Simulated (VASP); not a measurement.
# Mg4O in VASP: a series of runs, part 2 of 2

VASP 6.6.1. The steps go on from the part before.

**3. Relaxation of the atoms, PBEsol**

Contents of INCAR:

```
SYSTEM = Mg4O
PREC = Accurate
ENCUT = 520
EDIFF = 1E-6
ISMEAR = 0
SIGMA = 0.1
LREAL = .False.
LASPH = .True.
NELM = 60
ALGO = Normal
ISIF = 2
LWAVE = .False.
LCHARG = .False.
LDIPOL = .True.
IDIPOL = 3
DIPOL = 0.5 0.5 0.332
GGA = PS
IBRION = 2
NSW = 36
EDIFFG = -0.025
```

Contents of KPOINTS:

```
Automatic mesh
0
Gamma
  8 5 1
  0 0 0
```

Contents of POSCAR:

```
Mg4O
1.0
    3.1881999939      0.0000000000      0.0000000000
    0.0000000000      5.1084658709      0.0000000000
    0.0000000000      0.0000000000     19.1358427726
Mg O
4 1
Selective dynamics
Direct
    0.0000000000      0.7500000000      0.2090318178  F F F
    0.5000000000      0.2500000000      0.2571276385  F F F
    0.5000000000      0.7500000000      0.3576109084  F F F
    0.0000000000      0.2500000000      0.3990335238  F F F
    0.3750000000      0.6250000000      0.4390344967  F F T
```

Potentials or basis: VASP PAW PBE potentials, release 64 (Mg, O).

The run is started by

```console
cat potpaw_PBE.64/Mg/POTCAR potpaw_PBE.64/O/POTCAR > POTCAR
mpirun -np 1 vasp_std > vasp.out
```

OUTCAR:

```text
SYSTEM = Mg4O
   PREC = Accurate
   ENCUT = 520
   EDIFF = 1E-6
   ISMEAR = 0
   LREAL = .False.
   LASPH = .True.
   NELM = 60
   ISIF = 2
   GGA = PS
   IBRION = 2
   NSW = 36
   EDIFFG = -0.025

 ion  position               nearest neighbor table
   1  0.000  0.750  0.209-   2 3.15   2 3.15   2 3.15   2 3.15   3 3.26   3 3.26
   2  0.500  0.250  0.257-   1 3.15   1 3.15   1 3.15   1 3.15   4 3.15   4 3.15   3 3.20   3 3.20

   3  0.500  0.750  0.358-   5 1.73   4 3.11   4 3.11   4 3.11   4 3.11   2 3.20   2 3.20   1 3.26
                             1 3.26
   4  0.000  0.250  0.399-   5 2.38   3 3.11   3 3.11   3 3.11   3 3.11   2 3.15   2 3.15
   5  0.375  0.625  0.439-   3 1.73   4 2.38

  LATTYP: Found a simple orthorhombic cell.
 ALAT       =     3.1881999939
 B/A-ratio  =     1.6023040840
 C/A-ratio  =     6.0020835610

  Lattice vectors:

 A1 = (   3.1881999939,   0.0000000000,   0.0000000000)
 A2 = (   0.0000000000,   5.1084658709,   0.0000000000)
 A3 = (   0.0000000000,   0.0000000000,  19.1358427726)

Analysis of symmetry for initial positions (statically):
=====================================================================
 Subroutine PRICEL returns:
 Original cell was already a primitive cell.

 Routine SETGRP: Setting up the symmetry group for a
 simple orthorhombic supercell.

[... 263 lines left out ...]

 dipolmoment           0.000000      0.000000      0.216854 electrons x Angstroem

 Free energy of the ion-electron system (eV)
  ---------------------------------------------------
  ext. energy  EPLUGINS =         0.00000000
  ---------------------------------------------------
  free energy    TOTEN  =       -12.42878292 eV

  energy without entropy =      -12.41389938  energy(sigma->0) =      -12.42134115

 E-fermi :  -2.5485     XC(G=0):  -3.5259

 val. band max:       -2.5726809593   @ k =   0.3750   0.2000   0.0000
 cond. band min:      -2.4607182393   @ k =   0.3750   0.4000   0.0000
 fundamental gap:      0.1119627200
 Fermi energy:        -2.5484919617

 k-point     1 :       0.0000    0.0000    0.0000
  band No.  band energies     occupation
      1     -18.5320      2.00000
      2      -8.4995      2.00000
      3      -6.0076      2.00000
      4      -4.9350      2.00000
      5      -4.1919      2.00000
      6      -3.0946      2.00000
      7      -2.9810      2.00000
      8      -2.6729      1.92160
      9      -2.1648      0.00000
     10      -0.3683      0.00000
     11       0.1680      0.00000
[... 268 lines left out ...]
  band No.  band energies     occupation
      1     -18.3036      2.00000
      2      -5.1812      2.00000
      3      -4.8893      2.00000
      4      -4.3484      2.00000
      5      -3.8624      2.00000
      6      -3.5697      2.00000
      7      -2.8250      1.99991
      8      -2.6180      1.67444
      9      -1.2580      0.00000
     10      -0.9077      0.00000
     11      -0.0716      0.00000

------------------------ aborting loop because EDIFF is reached ----------------------------------------

 vacuum level on the upper side and lower side of the slab       (xc-potential included)         1.164        -1.180

  FORCE on cell =-STRESS in cart. coord.  units (eV):
  Direction    XX          YY          ZZ          XY          YZ          ZX
  --------------------------------------------------------------------------------------
  -------------------------------------------------------------------------------------
  Total       -0.4158867     -4.4911746      0.9089402      0.0584877     -2.1878181     -1.3678976
  in kB       -2.1379717    -23.0880298      4.6726390      0.3006707    -11.2470376     -7.0320270
  external PRESSURE =      -6.8511208 kB  Pullay stress =       0.0000000 kB
[... 20 lines left out ...]
  FREE ENERGIE OF THE ION-ELECTRON SYSTEM (eV)
  ---------------------------------------------------
  free  energy   TOTEN  =       -12.4287829203 eV

  energy  without entropy=      -12.4138993810  energy(sigma->0) =      -12.42134115

 reached required accuracy - stopping structural energy minimisation

 vacuum level on the upper side and lower side of the slab         3.508         1.097
```

OSZICAR:

```text
N       E                     dE             d eps       ncg     rms          rms(c)
DAV:   1     0.832308935380E+02    0.83231E+02   -0.41150E+03   462   0.850E+02
DAV:   2     0.114691010405E+02   -0.71762E+02   -0.65496E+02   632   0.136E+02
DAV:   3    -0.159781196288E+02   -0.27447E+02   -0.26738E+02   719   0.881E+01
DAV:   4    -0.170391534520E+02   -0.10610E+01   -0.10605E+01   531   0.204E+01
[... 36 lines left out ...]
       N       E                     dE             d eps       ncg     rms          rms(c)
DAV:   1    -0.124287754837E+02   -0.12877E-04   -0.11315E-02   462   0.101E+00    0.174E-02
DAV:   2    -0.124287883174E+02   -0.12834E-04   -0.19441E-04   495   0.117E-01    0.150E-02
DAV:   3    -0.124287834181E+02    0.48993E-05   -0.37676E-05   632   0.379E-02    0.564E-03
DAV:   4    -0.124287829203E+02    0.49782E-06   -0.33984E-06   439   0.148E-02
   3 F= -.12428783E+02 E0= -.12421341E+02  d E =-.201367E-01
```

It took 3.5 min on 1 thread of Intel Xeon Platinum 8259CL at 2.50GHz (Skylake/Cascade Lake), shared host; peak memory 0.42 GiB.

Results:

```
Free energy               : -12.4288 eV
Energy gained by relaxing : 4.0 meV/atom
Ionic steps               : 3
Band gap on the k mesh    : zero (bands 7 and 8 overlap by 0.54 eV)
```

The path:
```csv
step,energy change (eV),largest force on free atoms (eV/Å),pressure (GPa)
1,0.0000,0.9430,-0.39
2,-0.0201,0.0273,-0.70
3,-0.0201,0.0009,-0.69
```

Final structure:
```
Mg O
1.0
     3.18820    0.00000    0.00000
     0.00000    5.10847    0.00000
     0.00000    0.00000   19.13584
Mg O
4 1
Direct
  0.00000 0.75000 0.20903
  0.50000 0.25000 0.25713
  0.50000 0.75000 0.35761
  0.00000 0.25000 0.39903
  0.37500 0.62500 0.44134
```

Caveat: the PAW data sets were made with another functional, which shifts forces and pressure a little.

**4. Relaxation of the atoms, PBEsol**

Contents of INCAR:

```
ALGO = Normal
DIPOL = 0.5 0.5 0.340
EDIFF = 1E-6
EDIFFG = -0.025
ENCUT = 520
GGA = PS
IBRION = 2
IDIPOL = 3
ISIF = 2
ISMEAR = 0
LASPH = T
LCHARG = F
LDIPOL = T
LREAL = F
LWAVE = F
NELM = 60
NSW = 36
PREC = Accurate
SIGMA = 0.1
```

Contents of KPOINTS:

```
k-points
0
Gamma
  8 5 1
```

POSCAR, as its differences from that of step 3:

```diff
@@ -13,2 +13,2 @@
     0.0000000000      0.2500000000      0.3990335238  F F F
-    0.3750000000      0.6250000000      0.4390344967  F F T
+    0.2500000000      0.3750000000      0.4754684567  F F T
```

The run is started by

```console
cat potpaw_PBE.64/Mg/POTCAR potpaw_PBE.64/O/POTCAR > POTCAR
mpirun -np 1 vasp_std > vasp.out
```

Run time: 6.2 min. Hardware: 1 thread of Intel Xeon Platinum 8375C at 2.90GHz (Ice Lake), shared host; peak memory 0.42 GiB.

It converged, with:

- Free energy: -11.0542 eV
- Energy gained by relaxing: 5.4 meV/atom
- Ionic steps: 3
- Band gap on the k mesh: zero (bands 7 and 8 overlap by 0.56 eV)

The path:
```tsv
step	energy change (eV)	largest force on free atoms (eV/Å)	pressure (GPa)
1	0.0000	0.8575	-0.45
2	-0.0240	0.2902	-0.23
3	-0.0268	0.0007	-0.12
```

Final structure:
```xyz
5
Lattice="3.1882 0.0000 0.0000 0.0000 5.1085 0.0000 0.0000 0.0000 19.1358" Properties=species:S:1:pos:R:3 pbc="T T T"
Mg    0.0000    3.8313    4.0000
Mg    1.5941    1.2771    4.9204
Mg    1.5941    3.8313    6.8432
Mg    0.0000    1.2771    7.6358
O     0.7970    1.9157    9.0381
```

Levels at points of the mesh, in eV from the Fermi level:
| k point | band 5 | band 6 | band 7 | band 8 | band 9 | band 10 |
| --- | --- | --- | --- | --- | --- | --- |
| (0.00, 0.00, 0.00) | -1.11 | -0.54 | -0.02 | 0.00 | 0.43 | 1.91 |
| (0.50, 0.00, 0.00) | -0.99 | -0.61 | 0.36 | 0.57 | 2.52 | 2.84 |

Caveat: the PAW data sets were made with another functional, which shifts forces and pressure a little.

**5. The runs side by side**

| task | cell | atoms held fixed (from 0) | gap on the mesh (eV) |
| --- | --- | --- | --- |
| single point | as given, atomic positions A | - | none |
| relaxation of the atoms | atoms relaxed, atomic positions B | [0, 1, 2, 3, 4] | none |
| relaxation of the atoms | atoms relaxed, atomic positions C | [0, 1, 2, 3, 4] | none |

Alike in all rows: level PBEsol; potentials or basis VASP PAW PBE potentials, release 64 (Mg, O); no spin polarisation; k mesh 8 × 5 × 1; cutoff (eV) 520; smearing gaussian 0.1 eV.

Caveats: the PAW data sets were made with another functional, which shifts forces and pressure a little.

Total energies depend on the potentials used, so only differences within one code and one set of settings carry meaning.
